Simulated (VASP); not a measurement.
Ca3SbP, 5 atoms in the cell. It takes space group P4mm (No. 99, tetragonal). Conventional cell: a = 5.339 Å, b = 5.339 Å, c = 5.339 Å, α = 90.00°, β = 90.00°, γ = 90.00°. Ca (site symmetry 4mm) has 2 P at 2.63 to 2.70 Å within 3.5 Å. Within 3.5 Å of Ca (site symmetry 2mm) lie 2 P at 2.68 Å and 2 Sb at 3.48 Å. Sb (site symmetry 4mm) has 12 Ca at 3.48 to 4.09 Å and 8 P at 4.50 to 4.75 Å within 4.8 Å. Within 3.5 Å of P (site symmetry 4mm) lie 6 Ca at 2.63 to 2.70 Å.  This cell differs from its parent crystal: atoms displaced along a vibrational mode, the cell strained.

| Quantity | Value |
| --- | --- |
| Program | VASP 6.6.1 |
| Task | single point |
| Functional | LDA |
| Potentials or basis | VASP PAW LDA potentials, release 64 (Ca_sv, Sb, P) |
| Cutoff | 520 eV |
| k mesh | 6 × 6 × 6 |
| Occupations | gaussian, width 0.05 eV |
| Spin | no spin polarisation |
| Dipole correction | no |
| Further INCAR settings | ALGO = Normal; EDIFF = 1e-07; NBANDS = 28 |

Potentials or basis: VASP PAW LDA potentials, release 64 (Ca_sv, Sb, P).

The run is started by

```sh
$ cat potpaw_LDA.64/Ca_sv/POTCAR potpaw_LDA.64/Sb/POTCAR potpaw_LDA.64/P/POTCAR > POTCAR
$ mpirun -np 1 vasp_std > vasp.out
```

Hardware: 1 thread of Oxide Virtual Turin-like Processor (shared host).

How long does it take, and how much memory?

It took 3 min on 1 thread of Oxide Virtual Turin-like Processor, with other jobs on the host, peak memory 0.27 GiB. Counts: scf iterations 16, k points 40.
